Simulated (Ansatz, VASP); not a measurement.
**W: VASP beside Ansatz**

```
W
1.0
     0.00000    2.84034    2.84034
     2.84034    0.00000    2.84034
     2.84034    2.84034    0.00000
W
2
Direct
  0.12500 0.12500 0.12500
  0.87500 0.87500 0.87500
```

Alike in both runs: task single point; functional PBEsol; k mesh 11 × 11 × 11; occupations fermi-dirac, width 0.1 eV; no spin polarisation.

|  | VASP | Ansatz |
| --- | --- | --- |
| version | VASP 6.6.1 | Ansatz 0.2.0 |
| potentials or method | VASP PAW PBE potentials, release 64 (W_sv), cutoff 520 eV | plane waves (420 eV) with PAW, scalar-relativistic |
| valence electrons in the cell | 28 | 28 |

|  | VASP | Ansatz | Ansatz less VASP |
| --- | --- | --- | --- |
| pressure (GPa) | 6.6 | 5.7 | -0.87 |

VASP's potentials were made for PBE, not for PBEsol, and Ansatz warns of the same on its side.

Neither program's run includes spin-orbit coupling.
